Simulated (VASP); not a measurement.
The system is TaN.

```
Ta N
1.0
     2.93800    0.00000    0.00000
    -1.46900    2.54438    0.00000
     0.00000    0.00000    2.88300
Ta N
1 1
Direct
  0.33333 0.66667 0.50000
  0.00000 0.00000 0.00000
```

Base run:

- Program: VASP 6.6.1
- Functional: LDA
- Potentials or basis: VASP PAW LDA potentials, release 64 (Ta_pv, N)
- Cutoff: 600 eV
- k mesh: 8 × 8 × 7
- Occupations: fermi-dirac, width 0.1 eV
- Spin: no spin polarisation

Its results: band gap on the k mesh zero (band 8 reaches 8.34 eV, above the bottom of band 9 at 8.03 eV); pressure -9.8 GPa.

**Question.** The run is repeated on the same cell with these changes: k mesh from 8 × 8 × 7 to 4 × 4 × 4. What comes out?

**Answer.** Band gap on the k mesh zero (filled and empty bands touch); pressure -9.3 GPa.

Caveats: some runs use coarse meshes; spin-orbit coupling is left out, which moves the levels of the heavy elements.
